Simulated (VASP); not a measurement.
Crystal: Hg.

```
CELL_PARAMETERS angstrom
4.61505 0.00000 0.00000
-2.30753 3.99675 0.00000
0.00000 0.00000 5.24480
ATOMIC_POSITIONS crystal
Hg 0.21700 0.00000 0.16667
Hg 0.00000 0.21700 0.83333
Hg 0.78300 0.78300 0.50000
```

- Program: VASP 6.6.1
- Task: relaxation of cell and atoms
- Functional: PBE
- Potentials or basis: VASP PAW PBE potentials, release 64 (Hg_sv_GW)
- Cutoff: 500 eV
- k mesh: 6 × 6 × 4
- Occupations: gaussian, width 0.1 eV
- Spin: no spin polarisation

At the start: pressure 11.3 GPa; volume 32.25 Å³/atom.

Task: Where does the relaxation end?

Result: Over 21 steps the energy falls by 722.6 meV/atom and the volume is 28.30 Å³/atom (-12.2 %); space group P3_221 (No. 154, to 0.1 Å) before, Pm-3m (No. 221, to 0.1 Å).

Step by step:
```
step  energy change (eV)  largest force (eV/Å)  pressure (GPa)  volume (Å³)
   1              0.0000                4.2934           11.35        96.74
   2             -1.5076                0.2652           -1.14       131.82
   3             -1.4929                0.5726           -0.87       121.36
   4             -1.5103                0.3285           -1.08       128.92
   5             -1.5102                0.3440           -1.08       128.21
   6             -1.5717                0.3375           -1.34       123.51
   7             -1.7433                0.3497           -1.09       110.02
   8             -1.9571                0.4108           -0.03        85.67
   9             -1.9233                0.3801            2.67        76.93
  10             -1.9586                0.4169            0.60        82.99
  11             -2.0313                0.1511            0.66        80.93
  12             -2.0446                0.0099            1.02        79.64
  13             -2.1159                0.0722           -0.12        84.31
  14             -2.1296                0.0993           -1.21        89.25
  15             -2.1322                0.0930           -1.00        87.74
  16             -2.1469                0.1571            0.50        84.09
  17             -2.1544                0.1303           -0.07        85.50
  18             -2.1610                0.0984           -0.01        85.12
  19             -2.1675                0.0089            0.22        84.29
  20             -2.1662                0.0103           -0.39        86.14
  21             -2.1679                0.0011           -0.01        84.89
```

Final structure:
```
CELL_PARAMETERS angstrom
4.32975 0.00000 0.00000
-2.16487 3.74967 0.00000
0.00000 0.00000 5.22905
ATOMIC_POSITIONS crystal
Hg 0.33359 0.00000 0.16667
Hg 0.00000 0.33359 0.83333
Hg 0.66641 0.66641 0.50000
```
